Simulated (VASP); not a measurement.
# SrTiO3 (Pm-3m) in VASP: further runs, part 2 of 2

VASP 6.6.1. The steps go on from the part before.

## Step 3: Single point, PBE (11.83 Å³/atom)

This run uses another cell than the first one, of 11.83 Å³/atom.

The input, INCAR:

```
PREC = Accurate ; ENCUT = 520
EDIFF = 1E-6 ; ISMEAR = 0
SIGMA = 0.02 ; LREAL = False
LASPH = True ; NELM = 60
ALGO = Normal ; ISIF = 2
LWAVE = False ; LCHARG = False
GGA = PE ; NBANDS = 28
```

The input, KPOINTS:

```
regular mesh
0
Gamma
  8 8 8
```

The input, POSCAR:

```
SrTiO3
1.0
    3.8966397378      0.0000000000      0.0000000000
    0.0000000000      3.8966397378      0.0000000000
    0.0000000000      0.0000000000      3.8966397378
Sr Ti O
1 1 3
Direct
    0.5000000000      0.5000000000      0.5000000000
    0.0000000000      0.0000000000      0.0000000000
    0.5000000000      0.0000000000      0.0000000000
    0.0000000000      0.5000000000      0.0000000000
    0.0000000000      0.0000000000      0.5000000000
```

Potentials or basis: VASP PAW PBE potentials, release 64 (Sr_sv, Ti_sv, O).

On the command line:

```bash
$ cat potpaw_PBE.64/Sr_sv/POTCAR potpaw_PBE.64/Ti_sv/POTCAR potpaw_PBE.64/O/POTCAR > POTCAR
$ mpirun -np 1 vasp_std > vasp.out
```

OUTCAR:

```text
PREC = Accurate
   ENCUT = 520
   EDIFF = 1E-6
   ISMEAR = 0
   LREAL = False
   LASPH = True
   NELM = 60
   ISIF = 2
   GGA = PE

 ion  position               nearest neighbor table
   1  0.500  0.500  0.500-   3 2.76   4 2.76   5 2.76   3 2.76   4 2.76   3 2.76   5 2.76   3 2.76
                             4 2.76   5 2.76   4 2.76   5 2.76   2 3.37   2 3.37   2 3.37   2 3.37
   2  0.000  0.000  0.000-   3 1.95   4 1.95   5 1.95   5 1.95   4 1.95   3 1.95   1 3.37   1 3.37
                             1 3.37   1 3.37   1 3.37   1 3.37   1 3.37   1 3.37
   3  0.500  0.000  0.000-   2 1.95   2 1.95   1 2.76   1 2.76   1 2.76   1 2.76
   4  0.000  0.500  0.000-   2 1.95   2 1.95   1 2.76   1 2.76   1 2.76   1 2.76
[... 951 lines left out ...]
  Total        2.2978472      2.2978472      2.2978472     -0.0000000     -0.0000000      0.0000000
  in kB       62.2244340     62.2244340     62.2244340     -0.0000000     -0.0000000      0.0000000
  external PRESSURE =      62.2244340 kB  Pullay stress =       0.0000000 kB

 VOLUME and BASIS-vectors are now :
 -----------------------------------------------------------------------------
  energy-cutoff  :      520.00
  volume of cell :       59.17
      direct lattice vectors                 reciprocal lattice vectors
     3.896639738  0.000000000  0.000000000     0.256631371  0.000000000  0.000000000
     0.000000000  3.896639738  0.000000000     0.000000000  0.256631371  0.000000000
     0.000000000  0.000000000  3.896639738     0.000000000  0.000000000  0.256631371

 POSITION                                       TOTAL-FORCE (eV/Angst)
 -----------------------------------------------------------------------------------
      1.94832      1.94832      1.94832         0.000000      0.000000      0.000000
      0.00000      0.00000      0.00000         0.000000      0.000000      0.000000
      1.94832      0.00000      0.00000         0.000000      0.000000      0.000000
      0.00000      1.94832      0.00000         0.000000      0.000000      0.000000
      0.00000      0.00000      1.94832         0.000000      0.000000      0.000000
 -----------------------------------------------------------------------------------
    total drift:                                0.000000     -0.000000      0.000000

  FREE ENERGIE OF THE ION-ELECTRON SYSTEM (eV)
  ---------------------------------------------------
  free  energy   TOTEN  =       -40.0627856182 eV

  energy  without entropy=      -40.0627856182  energy(sigma->0) =      -40.06278562
```

OSZICAR:

```text
N       E                     dE             d eps       ncg     rms          rms(c)
DAV:   1     0.423125156110E+03    0.42313E+03   -0.20813E+04  1960   0.155E+03
DAV:   2    -0.789708831104E+01   -0.43102E+03   -0.40890E+03  2228   0.430E+02
DAV:   3    -0.478371530016E+02   -0.39940E+02   -0.39614E+02  2252   0.133E+02
DAV:   4    -0.502864442632E+02   -0.24493E+01   -0.24446E+01  3404   0.272E+01
DAV:   5    -0.503202377516E+02   -0.33793E-01   -0.33778E-01  2524   0.290E+00    0.269E+01
DAV:   6    -0.401024130712E+02    0.10218E+02   -0.52546E+01  2752   0.648E+01    0.149E+01
DAV:   7    -0.401321064566E+02   -0.29693E-01   -0.75104E+00  2532   0.207E+01    0.110E+01
DAV:   8    -0.401325549829E+02   -0.44853E-03   -0.14113E+00  2328   0.125E+01    0.286E+00
DAV:   9    -0.400734803119E+02    0.59075E-01   -0.34055E-01  2480   0.541E+00    0.118E+00
DAV:  10    -0.400682170652E+02    0.52632E-02   -0.91340E-02  2528   0.215E+00    0.684E-01
DAV:  11    -0.400628283279E+02    0.53887E-02   -0.23759E-02  3072   0.145E+00    0.129E-01
DAV:  12    -0.400627653831E+02    0.62945E-04   -0.15988E-03  2436   0.431E-01    0.927E-02
DAV:  13    -0.400627857615E+02   -0.20378E-04   -0.35550E-04  2972   0.146E-01    0.442E-02
DAV:  14    -0.400627913521E+02   -0.55906E-05   -0.49448E-05  2496   0.463E-02    0.263E-02
DAV:  15    -0.400627853278E+02    0.60243E-05   -0.22890E-05  2892   0.435E-02    0.125E-02
DAV:  16    -0.400627856182E+02   -0.29033E-06   -0.68712E-06  2268   0.230E-02
   1 F= -.40062786E+02 E0= -.40062786E+02  d E =-.287395E-20
```

stdout:

```text
POSCAR found type information on POSCAR SrTiO
 POSCAR found :  3 types and       5 ions
 scaLAPACK will be used
 LDA part: xc-table for (Slater+PW92), standard interpolation
 POSCAR, INCAR and KPOINTS ok, starting setup
 FFT: planning ... GRIDC
 FFT: planning ... GRID_SOFT
 FFT: planning ... GRID
 WAVECAR not read
 entering main loop
```

Run time: 1.7 min. Hardware: 1 thread of Intel Xeon 8259CL, shared host; peak memory 0.21 GiB.

What came out:

```yaml
Free_energy: -40.0628 eV
Pressure: 6.2 GPa
Band_gap_on_the_k_mesh: 1.87 eV (least direct gap 2.22 eV)
```

Levels at points of the mesh, in eV from the valence-band top:
| k point | band 16 | band 17 | band 18 | band 19 | band 20 | band 21 | band 22 | band 23 | band 24 | band 25 |
| --- | --- | --- | --- | --- | --- | --- | --- | --- | --- | --- |
| (0.00, 0.00, 0.00) | -1.18 | -1.18 | -0.35 | -0.35 | -0.35 | 1.87 | 1.87 | 1.87 | 4.35 | 4.35 |
| (0.50, 0.00, 0.00) | -2.37 | -2.37 | -2.01 | -0.73 | -0.73 | 2.04 | 3.81 | 3.81 | 4.37 | 6.59 |
| (0.50, 0.50, 0.00) | -2.88 | -1.72 | -1.58 | -1.58 | -0.09 | 3.82 | 3.82 | 4.28 | 5.35 | 7.92 |
| (0.50, 0.50, 0.50) | -3.76 | -3.76 | 0.00 | 0.00 | 0.00 | 4.50 | 4.50 | 4.50 | 6.97 | 6.97 |

Caveat: the cell stands under pressure. A k mesh can miss the band edges.

## Step 4: Single point, PBE (12.57 Å³/atom)

This run uses another cell than the first one, of 12.57 Å³/atom.

The input, INCAR:

```
PREC = Accurate
ENCUT = 520
EDIFF = 1E-7
ISMEAR = 0
SIGMA = 0.02
LREAL = False
LASPH = True
NELM = 100
ALGO = Normal
ISIF = 2
LWAVE = False
LCHARG = False
GGA = PE
NBANDS = 28
```

KPOINTS is that of step 3.

Changes to POSCAR since step 3:

```diff
@@ -2,5 +2,5 @@
 1.0
-    3.8966397378      0.0000000000      0.0000000000
-    0.0000000000      3.8966397378      0.0000000000
-    0.0000000000      0.0000000000      3.8966397378
+    3.9753809473      0.0000000000      0.0000000000
+    0.0000000000      3.9753809473      0.0000000000
+    0.0000000000      0.0000000000      3.9753809473
 Sr Ti O
```

On the command line:

```bash
$ cat potpaw_PBE.64/Sr_sv/POTCAR potpaw_PBE.64/Ti_sv/POTCAR potpaw_PBE.64/O/POTCAR > POTCAR
$ mpirun -np 1 vasp_std > vasp.out
```

Wall time 2.1 min (1 thread of Intel Xeon 8259CL, shared host); peak memory 0.21 GiB.

It converged, with:

```yaml
Free_energy: -40.0845 eV
Pressure: -4.2 GPa
Band_gap_on_the_k_mesh: 1.75 eV (least direct gap 2.14 eV)
```

Levels at points of the mesh, in eV from the valence-band top:
| k point | band 16 | band 17 | band 18 | band 19 | band 20 | band 21 | band 22 | band 23 | band 24 | band 25 |
| --- | --- | --- | --- | --- | --- | --- | --- | --- | --- | --- |
| (0.00, 0.00, 0.00) | -1.08 | -1.08 | -0.38 | -0.38 | -0.38 | 1.75 | 1.75 | 1.75 | 3.93 | 3.93 |
| (0.50, 0.00, 0.00) | -2.22 | -2.22 | -1.83 | -0.73 | -0.73 | 1.90 | 3.51 | 3.51 | 3.94 | 5.99 |
| (0.50, 0.50, 0.00) | -2.66 | -1.75 | -1.51 | -1.51 | -0.08 | 3.51 | 3.51 | 3.94 | 4.83 | 7.63 |
| (0.50, 0.50, 0.50) | -3.58 | -3.58 | 0.00 | 0.00 | 0.00 | 4.13 | 4.13 | 4.13 | 6.73 | 6.73 |

Caveat: the cell stands under tension.

## Step 5: Single point, PBE (12.93 Å³/atom)

This run uses another cell than the first one, of 12.93 Å³/atom.

The input, INCAR:

```
SYSTEM = SrTiO3
PREC = Accurate
ENCUT = 520
EDIFF = 1E-6
ISMEAR = 0
SIGMA = 0.02
LREAL = .FALSE.
LASPH = .TRUE.
NELM = 80
ALGO = Normal
ISIF = 2
LWAVE = .FALSE.
LCHARG = .TRUE.
GGA = PE
LELF = .TRUE.
LVHAR = .TRUE.
NBANDS = 28
```

The input, KPOINTS:

```
regular mesh
0
G
  8 8 8
  0 0 0
```

Changes to POSCAR since step 4:

```diff
@@ -2,5 +2,5 @@
 1.0
-    3.9753809473      0.0000000000      0.0000000000
-    0.0000000000      3.9753809473      0.0000000000
-    0.0000000000      0.0000000000      3.9753809473
+    4.0136081091      0.0000000000      0.0000000000
+    0.0000000000      4.0136081091      0.0000000000
+    0.0000000000      0.0000000000      4.0136081091
 Sr Ti O
```

On the command line:

```bash
$ cat potpaw_PBE.64/Sr_sv/POTCAR potpaw_PBE.64/Ti_sv/POTCAR potpaw_PBE.64/O/POTCAR > POTCAR
$ mpirun -np 1 vasp_std > vasp.out
```

Run time: 1.7 min. Hardware: 1 thread of Intel Xeon 8259CL, shared host; peak memory 0.21 GiB.

Results (log left out):

| Quantity | Value |
| --- | --- |
| Free energy | -40.0154 eV |
| Pressure | -8.2 GPa |
| Band gap on the k mesh | 1.70 eV (least direct gap 2.09 eV) |

Levels at points of the mesh, in eV from the valence-band top:
```csv
k point,band 18,band 19,band 20,band 21,band 22,band 23
"(0.00, 0.00, 0.00)",-0.39,-0.39,-0.39,1.70,1.70,1.70
"(0.50, 0.00, 0.00)",-1.75,-0.73,-0.73,1.83,3.37,3.37
"(0.50, 0.50, 0.00)",-1.48,-1.48,-0.08,3.37,3.37,3.79
"(0.50, 0.50, 0.50)",0.00,0.00,0.00,3.96,3.96,3.96
```

Caveat: the cell stands under tension. PBE gaps usually lie below the measured ones, often by a third to a half.

## Step 6: Single point, PBE (13.42 Å³/atom)

This run uses another cell than the first one, of 13.42 Å³/atom.

The input, INCAR:

```
SYSTEM = SrTiO3
PREC = Accurate ; ENCUT = 520
EDIFF = 1E-7 ; ISMEAR = 0
SIGMA = 0.02 ; LREAL = .False.
LASPH = .True. ; NELM = 100
ALGO = Normal ; ISIF = 2
LWAVE = .False. ; LCHARG = .False.
GGA = PE ; NBANDS = 28
```

The input, KPOINTS:

```
Automatic mesh
0
Gamma
  8 8 8
  0 0 0
```

Changes to POSCAR since step 5:

```diff
@@ -2,5 +2,5 @@
 1.0
-    4.0136081091      0.0000000000      0.0000000000
-    0.0000000000      4.0136081091      0.0000000000
-    0.0000000000      0.0000000000      4.0136081091
+    4.0634716935      0.0000000000      0.0000000000
+    0.0000000000      4.0634716935      0.0000000000
+    0.0000000000      0.0000000000      4.0634716935
 Sr Ti O
```

Potentials or basis: VASP PAW PBE potentials, release 64 (Sr_sv, Ti_sv, O).

On the command line:

```bash
$ cat potpaw_PBE.64/Sr_sv/POTCAR potpaw_PBE.64/Ti_sv/POTCAR potpaw_PBE.64/O/POTCAR > POTCAR
$ mpirun -np 1 vasp_std > vasp.out
```

It took 95 s on 1 thread of Intel Xeon 8259CL, shared host; peak memory 0.21 GiB.

It converged, with:

```yaml
Free_energy: -39.8576 eV
Pressure: -12.7 GPa
Band_gap_on_the_k_mesh: 1.63 eV (least direct gap 2.03 eV)
```

Levels at points of the mesh, in eV from the valence-band top:
```csv
k point,band 17,band 18,band 19,band 20,band 21,band 22,band 23,band 24
"(0.00, 0.00, 0.00)",-0.98,-0.40,-0.40,-0.40,1.63,1.63,1.63,3.50
"(0.50, 0.00, 0.00)",-2.07,-1.65,-0.72,-0.72,1.75,3.19,3.19,3.51
"(0.50, 0.50, 0.00)",-1.77,-1.44,-1.44,-0.08,3.19,3.19,3.60,4.31
"(0.50, 0.50, 0.50)",-3.39,0.00,0.00,0.00,3.75,3.75,3.75,6.48
```

Caveat: the cell stands under tension. A hybrid or GW would open this gap; PBE tends to underestimate it.

## Step 7: Overview

```csv
cell,gap on the mesh (eV),pressure (GPa)
"a = 3.856 Å, 5 atoms",1.93,12.8
"a = 3.897 Å, 5 atoms",1.87,6.2
"a = 3.975 Å, 5 atoms",1.75,-4.2
"a = 4.014 Å, 5 atoms",1.70,-8.2
"a = 4.063 Å, 5 atoms",1.63,-12.7
```

Alike in all rows: task single point; level PBE; potentials or basis VASP PAW PBE potentials, release 64 (Sr_sv, Ti_sv, O); no spin polarisation; k mesh 8 × 8 × 8; cutoff (eV) 520; smearing gaussian 0.02 eV.

Caveats: the cell stands under tension (at least some runs); the cell stands under pressure (at least some runs).

Total energies depend on the potentials used, so only differences within one code and one set of settings carry meaning.
